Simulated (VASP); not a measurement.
# C in VASP: notebook, part 2 of 2

VASP 6.6.1. Earlier steps stand in the parts before.

### 3 Relaxation of the atoms, PBEsol

The input, INCAR:

```
SYSTEM = C
PREC = Accurate ; ENCUT = 520
EDIFF = 1E-7 ; ISMEAR = -1
SIGMA = 0.02 ; LREAL = Auto
LASPH = .True. ; NELM = 80
ALGO = Normal ; ISIF = 2
LWAVE = .False. ; LCHARG = .False.
GGA = PS ; IBRION = 2
NSW = 45 ; EDIFFG = -0.08
```

The input, KPOINTS:

```
regular mesh
0
Gamma
  1 1 1
  0 0 0
```

The input, POSCAR:

```
C
1.0
    9.8640000000      0.0000000000      0.0000000000
   -4.9320000000      8.5424750000      0.0000000000
    0.0000000000      0.0000000000     11.0000000000
C
32
Direct
    0.0000000000      0.0000000000      0.0909091000
    0.1666667000      0.0833333000      0.0909091000
    0.0000000000      0.2500000000      0.0909091000
    0.1666667000      0.3333333000      0.0909091000
    0.0000000000      0.5000000000      0.0909091000
    0.1666667000      0.5833333000      0.0909091000
    0.0000000000      0.7500000000      0.0909091000
    0.1666667000      0.8333333000      0.0909091000
    0.2500000000      0.0000000000      0.0909091000
    0.4166667000      0.0833333000      0.0909091000
    0.2500000000      0.2500000000      0.0909091000
    0.4166667000      0.3333333000      0.0909091000
    0.2500000000      0.5000000000      0.0909091000
    0.4166667000      0.5833333000      0.0909091000
    0.2500000000      0.7500000000      0.0909091000
    0.4166667000      0.8333333000      0.0909091000
    0.5000000000      0.0000000000      0.0909091000
    0.6666667000      0.0833333000      0.0909091000
    0.5000000000      0.2500000000      0.0909091000
    0.6666667000      0.3333333000      0.0909091000
    0.5000000000      0.5000000000      0.0909091000
    0.6666667000      0.5833333000      0.0909091000
    0.5000000000      0.7500000000      0.0909091000
    0.6666667000      0.8333333000      0.0909091000
    0.7500000000      0.0000000000      0.0909091000
    0.9166667000      0.0833333000      0.0909091000
    0.7500000000      0.2500000000      0.0909091000
    0.9166667000      0.3333333000      0.0909091000
    0.7500000000      0.5000000000      0.0909091000
    0.9166667000      0.5833333000      0.0909091000
    0.7500000000      0.7500000000      0.0909091000
    0.9166667000      0.8333333000      0.0909091000
```

Potentials or basis: VASP PAW PBE potentials, release 64 (C).

On the command line:

```sh
$ cat potpaw_PBE.64/C/POTCAR > POTCAR
$ mpirun -np 1 vasp_gam > vasp.out
```

OUTCAR:

```text
SYSTEM = C
   PREC = Accurate
   ENCUT = 520
   EDIFF = 1E-7
   ISMEAR = -1
   LREAL = Auto
   LASPH = .True.
   NELM = 80
   ISIF = 2
   GGA = PS
   IBRION = 2
   NSW = 45
   EDIFFG = -0.08

 ion  position               nearest neighbor table
   1  0.000  0.000  0.091-  26 1.42   2 1.42  32 1.42
   2  0.167  0.083  0.091-   9 1.42   1 1.42  11 1.42
   3  0.000  0.250  0.091-  28 1.42   4 1.42  26 1.42
   4  0.167  0.333  0.091-  11 1.42   3 1.42  13 1.42
   5  0.000  0.500  0.091-  30 1.42   6 1.42  28 1.42
   6  0.167  0.583  0.091-  13 1.42   5 1.42  15 1.42
[... 24 lines left out ...]
  31  0.750  0.750  0.091-  24 1.42  32 1.42  22 1.42
  32  0.917  0.833  0.091-   7 1.42  31 1.42   1 1.42

  LATTYP: Found a hexagonal cell.
 ALAT       =     9.8640000000
 C/A-ratio  =     1.1151662612

  Lattice vectors:

 A1 = (   9.8640000000,   0.0000000000,   0.0000000000)
 A2 = (  -4.9320000000,   8.5424750000,   0.0000000000)
 A3 = (   0.0000000000,   0.0000000000,  11.0000000000)

Analysis of symmetry for initial positions (statically):
=====================================================================
 Subroutine PRICEL returns following result:

  LATTYP: Found a hexagonal cell.
 ALAT       =     2.4660000000
 C/A-ratio  =     4.4606650446

  Lattice vectors:

 A1 = (   2.4660000000,   0.0000000000,   0.0000000000)
 A2 = (  -1.2330000000,   2.1356187500,   0.0000000000)
 A3 = (   0.0000000000,   0.0000000000,  11.0000000000)

  16 primitive cells build up your supercell.

 Routine SETGRP: Setting up the symmetry group for a
 hexagonal supercell.

 Subroutine GETGRP returns: Found 24 space group operations
 (whereof  6 operations were pure point group operations)
 out of a pool of 24 trial point group operations.

The static configuration has the point symmetry C_3v.
 The point group associated with its full space group is D_6h.

Analysis of symmetry for dynamics (positions and initial velocities):
=====================================================================
 Subroutine PRICEL returns following result:

  LATTYP: Found a hexagonal cell.
 ALAT       =     2.4660000000
 C/A-ratio  =     4.4606650446

  Lattice vectors:

 A1 = (   2.4660000000,   0.0000000000,   0.0000000000)
 A2 = (  -1.2330000000,   2.1356187500,   0.0000000000)
 A3 = (   0.0000000000,   0.0000000000,  11.0000000000)

  16 primitive cells build up your supercell.

 Routine SETGRP: Setting up the symmetry group for a
 hexagonal supercell.

 Subroutine GETGRP returns: Found 24 space group operations
 (whereof  6 operations were pure point group operations)
 out of a pool of 24 trial point group operations.

The dynamic configuration has the point symmetry C_3v.
 The point group associated with its full space group is D_6h.

 Subroutine INISYM returns: Found 24 space group operations
 (whereof  6 operations are pure point group operations),
 and found    16 'primitive' translations

----------------------------------------------------------------------------------------

                                     Primitive cell

  volume of cell :      57.9308

  direct lattice vectors                    reciprocal lattice vectors
     2.466000000  0.000000000  0.000000000     0.405515004  0.234124185  0.000000000
    -1.233000000  2.135618750  0.000000000     0.000000000  0.468248371  0.000000000
     0.000000000  0.000000000 11.000000000     0.000000000  0.000000000  0.090909091

  length of vectors
     2.466000000  2.466000090 11.000000000     0.468248388  0.468248371  0.090909091

  position of ions in fractional coordinates (direct lattice)
     0.000000000  0.000000000  0.090909100
     0.666666800  0.333333200  0.090909100

  ion indices of the primitive-cell ions
   primitive index   ion index
                 1           1
                 2          26

----------------------------------------------------------------------------------------

 KPOINTS: regular mesh

Automatic generation of k-mesh.
 Grid dimensions read from file:
 generate k-points for:    1    1    1

 Generating k-lattice:

  Cartesian coordinates                     Fractional coordinates (reciprocal lattice)
     0.101378751  0.058531046  0.000000000     1.000000000 -0.000000000  0.000000000
     0.000000000  0.117062093  0.000000000     0.000000000  1.000000000  0.000000000
     0.000000000  0.000000000  0.090909091     0.000000000  0.000000000  1.000000000

  Length of vectors
     0.117062097  0.117062093  0.090909091

  Shift w.r.t. Gamma in fractional coordinates (k-lattice)
     0.000000000  0.000000000  0.000000000

 Subroutine IBZKPT returns following result:
 ===========================================

 Found      1 irreducible k-points:

 Following reciprocal coordinates:
            Coordinates               Weight
  0.000000  0.000000  0.000000      1.000000
   k-points           NKPTS =      1   k-points in BZ     NKDIM =      1   number of bands    NBANDS=     81
   number of dos      NEDOS =    301   number of ions     NIONS =     32
   total plane-waves  NPLWV = 537600
   dimension x,y,z NGX =    80 NGY =   80 NGZ =   84
   dimension x,y,z NGXF=   160 NGYF=  160 NGZF=  168
   ions per type =              32
   NGX,Y,Z   is equivalent  to a cutoff of  13.48, 13.48, 12.70 a.u.
   NGXF,Y,Z  is equivalent  to a cutoff of  26.97, 26.97, 25.39 a.u.
 SYSTEM =  C
   PREC   = accura    normal or accurate (medium, high low for compatibility)
   ISTART =      0    job   : 0-new  1-cont  2-samecut
   ICHARG =      2    charge: 1-file 2-atom 10-const
   ISPIN  =      1    spin polarized calculation?
   LNONCOLLINEAR =      F non collinear calculations
   LSORBIT =      F    spin-orbit coupling
   LASPH  =      T    aspherical Exc in radial PAW
   ENCUT  =  520.0 eV  38.22 Ry    6.18 a.u.  18.34 18.34 20.45*2*pi/ulx,y,z
   NELM   =     80;   NELMIN=  2; NELMDL= -5     # of ELM steps
   EDIFF  = 0.1E-06   stopping-criterion for ELM
   LREAL  =      T    real-space projection
   EDIFFG = -.8E-01   stopping-criterion for IOM
   NSW    =     45    number of steps for IOM
   IBRION =      2    ionic relax: 0-MD 1-quasi-New 2-CG
   NFREE  =      1    steps in history (QN), initial steepest desc. (CG)
   ISIF   =      2    stress and relaxation
   ISYM   =      2    0-nonsym 1-usesym 2-fastsym
   POTIM  = 0.5000    time-step for ionic-motion
   TEBEG  =    0.0;   TEEND  =   0.0 temperature during run
   PSTRESS=    0.0 pullay stress
   NELECT =     128.0000    total number of electrons
   NUPDOWN=      -1.0000    fix difference up-down
   EMIN   =  10.00;   EMAX   =-10.00  energy-range for DOS
   EFERMI =   0.00;   METHOD = LEGACY
   ISMEAR =    -1;   SIGMA  =   0.02  broadening in eV -4-tet -1-fermi 0-gaus
   EFERMI_NEDOS =   21; number of points for ismear=-14 and -15
   IALGO  =     38    algorithm
   IMIX   =      4    mixing-type and parameters
     AMIX     =   0.40;   BMIX     =  1.00
     AMIX_MAG =   1.60;   BMIX_MAG =  1.00
  volume/ion in A,a.u.               =      28.97       195.47
  Fermi-wavevector in a.u.,A,eV,Ry     =   0.846191  1.599069  9.742302  0.716039
  Thomas-Fermi vector in A             =   1.961499
   LORBIT       =      0    0 simple, 1 ext, 2 COOP (PROOUT), +10 PAW based schemes
   GGA     = PS    functional components
   LHFCALC =     F    Hartree Fock is set to
   AEXX    =    0.0000 exact exchange contribution
   IVDW    =     0    specifies the selected vdW correction
   LEPSILON=     F    determine dielectric tensor
   LRPA    =     F    only Hartree local field effects (RPA)
 conjugate gradient relaxation of ions
 non-spin polarized calculation
  energy-cutoff  :      520.00
  volume of cell :      926.89
 maximum number of plane-waves:     12471
 NGX is ok and might be reduce to    80
   NGX = 37   NGY = 37   NGZ = 41

 number of electron     128.0000003 magnetization

 Free energy of the ion-electron system (eV)
  ---------------------------------------------------
  ext. energy  EPLUGINS =         0.00000000
  ---------------------------------------------------
  free energy    TOTEN  =      -309.04373717 eV

  energy without entropy =     -309.04373717  energy(sigma->0) =     -309.04373717

 E-fermi :  -3.3944     XC(G=0):  -3.8790

 val. band max:       -3.9465090255   @ k =   0.0000   0.0000   0.0000
 cond. band min:       0.0687210832   @ k =   0.0000   0.0000   0.0000
 fundamental gap:      4.0152301087
 Fermi energy:        -3.3944334075

 k-point     1 :       0.0000    0.0000    0.0000
  band No.  band energies     occupation
      1     -21.0654      2.00000
      2     -19.5988      2.00000
      3     -19.5988      2.00000
      4     -19.5988      2.00000
      5     -19.5988      2.00000
      6     -19.5988      2.00000
[... 68 lines left out ...]
     75       3.0778      0.00000
     76       3.7282      0.00000
 [bands above 76 left out]

------------------------ aborting loop because EDIFF is reached ----------------------------------------

  FORCE on cell =-STRESS in cart. coord.  units (eV):
  Direction    XX          YY          ZZ          XY          YZ          ZX
  --------------------------------------------------------------------------------------
  -------------------------------------------------------------------------------------
  Total       -5.9846463     -5.9846469     -0.1491655     -0.0000000      0.0000000     -0.0000000
  in kB      -10.3447406    -10.3447416     -0.2578395     -0.0000000      0.0000000     -0.0000000
  external PRESSURE =      -6.9824406 kB  Pullay stress =       0.0000000 kB

 VOLUME and BASIS-vectors are now :
 -----------------------------------------------------------------------------
  energy-cutoff  :      520.00
  volume of cell :      926.89
      direct lattice vectors                 reciprocal lattice vectors
     9.864000000  0.000000000  0.000000000     0.101378751  0.058531046  0.000000000
    -4.932000000  8.542475000  0.000000000     0.000000000  0.117062093  0.000000000
     0.000000000  0.000000000 11.000000000     0.000000000  0.000000000  0.090909091

 POSITION                                       TOTAL-FORCE (eV/Angst)
 -----------------------------------------------------------------------------------
      0.00000      0.00000      1.00000        -0.000000     -0.000000      0.000000
      1.23300      0.71187      1.00000        -0.000000     -0.000000      0.000000
     -1.23300      2.13562      1.00000         0.000000     -0.000000      0.000000
      0.00000      2.84749      1.00000        -0.000000     -0.000000     -0.000000
     -2.46600      4.27124      1.00000        -0.000000      0.000000     -0.000000
     -1.23300      4.98311      1.00000        -0.000000      0.000000      0.000000
[... 24 lines left out ...]
      3.69900      6.40686      1.00000         0.000000      0.000000     -0.000000
      4.93200      7.11873      1.00000        -0.000000     -0.000000      0.000000
 -----------------------------------------------------------------------------------
    total drift:                               -0.001503      0.000867     -0.000081

  FREE ENERGIE OF THE ION-ELECTRON SYSTEM (eV)
  ---------------------------------------------------
  free  energy   TOTEN  =      -309.0437371732 eV

  energy  without entropy=     -309.0437371732  energy(sigma->0) =     -309.04373717

 reached required accuracy - stopping structural energy minimisation
```

Wall time 2.1 min (1 thread of Intel Xeon 6975P-C (Granite Rapids), shared host); peak memory 0.88 GiB.

Results:

```yaml
Free_energy: -309.0437 eV
Band_gap_on_the_k_mesh: 4.02 eV
```

Final structure:
```
C
1.0
     9.86400    0.00000    0.00000
    -4.93200    8.54247    0.00000
     0.00000    0.00000   11.00000
C
32
Direct
  0.00000 0.00000 0.09091
  0.16667 0.08333 0.09091
  0.00000 0.25000 0.09091
  0.16667 0.33333 0.09091
  0.00000 0.50000 0.09091
  0.16667 0.58333 0.09091
  0.00000 0.75000 0.09091
  0.16667 0.83333 0.09091
  0.25000 0.00000 0.09091
  0.41667 0.08333 0.09091
  0.25000 0.25000 0.09091
  0.41667 0.33333 0.09091
  0.25000 0.50000 0.09091
  0.41667 0.58333 0.09091
  0.25000 0.75000 0.09091
  0.41667 0.83333 0.09091
  0.50000 0.00000 0.09091
  0.66667 0.08333 0.09091
  0.50000 0.25000 0.09091
  0.66667 0.33333 0.09091
  0.50000 0.50000 0.09091
  0.66667 0.58333 0.09091
  0.50000 0.75000 0.09091
  0.66667 0.83333 0.09091
  0.75000 0.00000 0.09091
  0.91667 0.08333 0.09091
  0.75000 0.25000 0.09091
  0.91667 0.33333 0.09091
  0.75000 0.50000 0.09091
  0.91667 0.58333 0.09091
  0.75000 0.75000 0.09091
  0.91667 0.83333 0.09091
```

Caveat: the k points lie up to 0.74 Å⁻¹ apart; the relaxation stopped at its first step, so nothing moved; the PAW data sets were made with another functional, which shifts forces and pressure a little.
